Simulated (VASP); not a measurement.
# AlCo (Pm-3m) in VASP: further runs, part 2 of 2

VASP 6.6.1.

### Step 3. Single point, r2SCAN, collinear spin, ferromagnetic start

This run uses another cell than the first one, of 11.43 Å³/atom.

File POSCAR:

```
AlCo
1.0
    2.8380752986      0.0000000000      0.0000000000
    0.0000000000      2.8380752986      0.0000000000
    0.0000000000      0.0000000000      2.8380752986
Co Al
1 1
Direct
    0.5000000000      0.5000000000      0.5000000000
    0.0000000000      0.0000000000      0.0000000000
```

File INCAR.step1:

```
SYSTEM = AlCo
ALGO     = Normal         ! electronic algorithm
EDIFF    = 1E-5           ! SCF threshold, eV
ENCUT    = 760            ! plane-wave cutoff, eV
GGA      = PE             ! functional
GGA_COMPAT= .FALSE.      
ISMEAR   = -1             ! smearing method
ISPIN    = 2              ! spin polarisation
LASPH    = .TRUE.         ! aspherical terms in the spheres
LCHARG   = .FALSE.        ! write CHGCAR
LMAXMIX  = 4              ! l up to which the mixer works
LREAL    = .FALSE.        ! projectors in reciprocal space
LWAVE    = .TRUE.         ! write WAVECAR
MAGMOM   = 2 0            ! initial moments
NBANDS   = 21             ! bands
NELM     = 200            ! most SCF steps
PREC     = Accurate       ! precision mode
SIGMA    = 0.05           ! smearing width, eV
```

File INCAR.step2:

```
SYSTEM = AlCo
ALGO     = Normal         ! electronic algorithm
EDIFF    = 1E-6           ! SCF threshold, eV
ENCUT    = 760            ! plane-wave cutoff, eV
GGA_COMPAT= .FALSE.      
ISIF     = 2              ! what is computed and relaxed
ISMEAR   = -1             ! smearing method
ISPIN    = 2              ! spin polarisation
ISTART   = 1            
LASPH    = .TRUE.         ! aspherical terms in the spheres
LCHARG   = .TRUE.         ! write CHGCAR
LELF     = .TRUE.         ! ELF
LMAXMIX  = 4              ! l up to which the mixer works
LMIXTAU  = .TRUE.       
LORBIT   = 11             ! projections on sites
LREAL    = .FALSE.        ! projectors in reciprocal space
LVHAR    = .TRUE.       
LWAVE    = .FALSE.        ! write WAVECAR
MAGMOM   = 2 0            ! initial moments
METAGGA  = R2SCAN         ! meta-GGA
NBANDS   = 21             ! bands
NELM     = 200            ! most SCF steps
PREC     = Accurate       ! precision mode
SIGMA    = 0.05           ! smearing width, eV
```

File KPOINTS:

```
k-points
0
G
  9 9 9
  0 0 0
```

Potentials or basis: VASP PAW PBE potentials, release 64 (Co_sv, Al).

Command:

```
$ cat potpaw_PBE.64/Co_sv/POTCAR potpaw_PBE.64/Al/POTCAR > POTCAR
$ cp INCAR.step1 INCAR
$ mpirun -np 1 vasp_std > vasp.out
$ cp INCAR.step2 INCAR
$ mpirun -np 1 vasp_std > vasp.out
```

It took 2.3 min on 1 thread of Intel Xeon Platinum 8375C at 2.90GHz (Ice Lake), shared host; peak memory 0.21 GiB.

Results (log left out):

* Free energy: -21.1304 eV
* Pressure: -3.8 GPa
* Band gap on the k mesh: zero (filled and empty bands overlap)
* Net moment: 0.00 μB per cell
* Valence electrons inside the program's atomic spheres: Co 15.22; Al 0.84

Levels at points of the mesh, in eV from the Fermi level:
Spin up:
```csv
k point,band 7,band 8,band 9,band 10,band 11,band 12,band 13,band 14
"(0.00, 0.00, 0.00)",-3.16,-1.12,-1.12,-1.12,6.31,6.31,6.31,9.01
```
Spin down:
```tsv
k point	band 7	band 8	band 9	band 10	band 11	band 12	band 13	band 14
(0.00, 0.00, 0.00)	-3.16	-1.12	-1.12	-1.12	6.31	6.31	6.31	9.01
```

Caveat: the cell stands under tension; the moments typed at the start vanished in this run; the PAW data sets were made with another functional, which shifts forces and pressure a little.

### Step 4. Single point, r2SCAN, collinear spin, ferromagnetic start

File POSCAR:

```
AlCo
1.0
    2.8194032100      0.0000000000      0.0000000000
    0.0000000000      2.8194032100      0.0000000000
    0.0000000000      0.0000000000      2.8194032100
Co Al
1 1
Direct
    0.5000000000      0.5000000000      0.5000000000
    0.0000000000      0.0000000000      0.0000000000
```

File INCAR.step1:

```
SYSTEM = AlCo
  PREC = Accurate
  ENCUT = 760
  ISMEAR = 0
  SIGMA = 0.05
  LREAL = .FALSE.
  LASPH = .TRUE.
  NELM = 200
  ISPIN = 2
  MAGMOM = 2 0
  LMAXMIX = 4
  NBANDS = 21
  GGA = PE
  ALGO = Normal
  EDIFF = 1E-5
  LWAVE = .TRUE.
  LCHARG = .FALSE.
  GGA_COMPAT = .FALSE.
```

File INCAR.step2:

```
SYSTEM = AlCo
  PREC = Accurate
  ENCUT = 760
  EDIFF = 1E-6
  ISMEAR = 0
  SIGMA = 0.05
  LREAL = .FALSE.
  LASPH = .TRUE.
  NELM = 200
  ALGO = Normal
  ISIF = 2
  LWAVE = .FALSE.
  LCHARG = .FALSE.
  ISPIN = 2
  MAGMOM = 2 0
  LORBIT = 11
  LMAXMIX = 4
  METAGGA = R2SCAN
  LMIXTAU = .TRUE.
  NBANDS = 21
  ISTART = 1
  GGA_COMPAT = .FALSE.
```

File KPOINTS:

```
regular mesh
0
G
  8 8 8
  0 0 0
```

Command:

```
$ cat potpaw_PBE.64/Co_sv/POTCAR potpaw_PBE.64/Al/POTCAR > POTCAR
$ cp INCAR.step1 INCAR
$ mpirun -np 1 vasp_std > vasp.out
$ cp INCAR.step2 INCAR
$ mpirun -np 1 vasp_std > vasp.out
```

Wall time 3.9 min (1 thread of Intel Xeon Platinum 8259CL at 2.50GHz (Skylake/Cascade Lake), shared host); peak memory 0.21 GiB.

Results (log left out):

```
Free energy                                           : -21.1284 eV
Pressure                                              : 0.0 GPa
Band gap on the k mesh                                : zero (filled and empty bands overlap)
Net moment                                            : 0.03 μB per cell
Site moments                                          : Co +0.05; Al -0.00 μB
Valence electrons inside the program's atomic spheres : Co 15.23; Al 0.85
```

Levels at points of the mesh, in eV from the Fermi level:
Spin up:
```tsv
k point	band 8	band 9	band 10	band 11	band 12	band 13
(0.00, 0.00, 0.00)	-1.13	-1.13	-1.13	6.47	6.47	6.47
(0.50, 0.00, 0.00)	-2.06	-2.06	-1.02	0.20	8.72	11.27
(0.50, 0.50, 0.00)	-3.03	-1.85	-1.85	-0.25	2.60	3.78
(0.50, 0.50, 0.50)	-0.21	-0.21	2.34	2.34	2.34	5.16
```
Spin down:
| k point | band 6 | band 7 | band 8 | band 9 | band 10 | band 11 | band 12 | band 13 | band 14 | band 15 |
| --- | --- | --- | --- | --- | --- | --- | --- | --- | --- | --- |
| (0.00, 0.00, 0.00) | -3.17 | -3.17 | -1.11 | -1.11 | -1.11 | 6.46 | 6.46 | 6.46 | 9.16 | 9.16 |
| (0.50, 0.00, 0.00) | -7.26 | -2.48 | -2.04 | -2.04 | -0.99 | 0.34 | 8.71 | 11.26 | 11.26 | 12.69 |
| (0.50, 0.50, 0.00) | -3.31 | -3.06 | -3.06 | -1.83 | -1.83 | -0.10 | 2.67 | 3.80 | 14.07 | 16.77 |
| (0.50, 0.50, 0.50) | -4.44 | -4.44 | -0.06 | -0.06 | 2.31 | 2.31 | 2.31 | 5.14 | 5.62 | 5.62 |

Caveat: the PAW data sets were made with another functional, which shifts forces and pressure a little.

### Step 5. Single point, HSE06, collinear spin, ferromagnetic start

This run uses another cell than the first one, of 10.98 Å³/atom.

File POSCAR:

```
AlCo
1.0
    2.8004804707      0.0000000000      0.0000000000
    0.0000000000      2.8004804707      0.0000000000
    0.0000000000      0.0000000000      2.8004804707
Co Al
1 1
Direct
    0.5000000000      0.5000000000      0.5000000000
    0.0000000000      0.0000000000      0.0000000000
```

File INCAR.step1:

```
SYSTEM = AlCo
  ALGO = Normal
  EDIFF = 1E-5
  ENCUT = 520
  GGA = PE
  ISIF = 2
  ISMEAR = -1
  ISPIN = 2
  LASPH = .True.
  LCHARG = .False.
  LMAXMIX = 4
  LORBIT = 11
  LREAL = .False.
  LWAVE = .True.
  MAGMOM = 2 0
  NBANDS = 17
  NELM = 150
  PREC = Accurate
  SIGMA = 0.05
```

File INCAR.step2:

```
SYSTEM = AlCo
  ALGO = Normal
  EDIFF = 1E-7
  ENCUT = 520
  GGA = PE
  HFSCREEN = 0.2079
  ISIF = 2
  ISMEAR = -1
  ISPIN = 2
  ISTART = 1
  LASPH = .True.
  LCHARG = .False.
  LHFCALC = .True.
  LMAXMIX = 4
  LORBIT = 11
  LREAL = .False.
  LWAVE = .False.
  MAGMOM = 2 0
  NBANDS = 17
  NELM = 150
  PREC = Accurate
  PRECFOCK = Normal
  SIGMA = 0.05
```

File KPOINTS:

```
k-points
0
Gamma
  6 6 6
  0 0 0
```

Potentials or basis: VASP PAW PBE potentials, release 64 (Co, Al).

Command:

```
$ cat potpaw_PBE.64/Co/POTCAR potpaw_PBE.64/Al/POTCAR > POTCAR
$ cp INCAR.step1 INCAR
$ mpirun -np 1 vasp_std > vasp.out
$ cp INCAR.step2 INCAR
$ mpirun -np 1 vasp_std > vasp.out
```

Wall time 72 min (1 thread of Oxide Virtual Turin-like, shared host); peak memory 0.23 GiB.

Results (log left out):

```yaml
Free_energy: -14.2058 eV
Pressure: 3.9 GPa
Net_moment: 0.25 μB per cell
Site_moments: Co +0.40; Al -0.03 μB
Valence_electrons_inside_the_program's_atomic_spheres: Co 8.63; Al 0.92
```

Levels at points of the mesh, in eV from the Fermi level:
Spin up:
```
           k point  band 3  band 4  band 5  band 6  band 7  band 8  band 9  band 10
(0.00, 0.00, 0.00)   -4.17   -1.94   -1.94   -1.94    7.44    7.44    7.44    10.30
(0.50, 0.00, 0.00)   -3.56   -2.90   -2.90   -1.82    0.13    9.74   12.44    12.44
(0.50, 0.50, 0.00)   -2.75   -2.75   -2.67   -2.67   -0.85    3.42    4.32    14.88
(0.50, 0.50, 0.50)   -5.21   -0.86   -0.86    3.24    3.24    3.24    5.68     6.45
```
Spin down:
```tsv
k point	band 2	band 3	band 4	band 5	band 6	band 7	band 8	band 9	band 10	band 11
(0.00, 0.00, 0.00)	-2.93	-2.93	-1.60	-1.60	-1.60	7.21	7.21	7.21	10.67	10.67
(0.50, 0.00, 0.00)	-7.59	-2.63	-2.63	-2.09	-1.47	2.06	9.49	12.25	12.25	13.61
(0.50, 0.50, 0.00)	-3.17	-3.06	-3.06	-2.39	-2.39	1.55	4.23	4.47	14.70	17.66
(0.50, 0.50, 0.50)	-5.13	-5.13	1.46	1.46	2.92	2.92	2.92	5.50	6.49	6.49
```

Caveat: the k points lie up to 0.37 Å⁻¹ apart; the PAW data sets were made with another functional, which shifts forces and pressure a little.
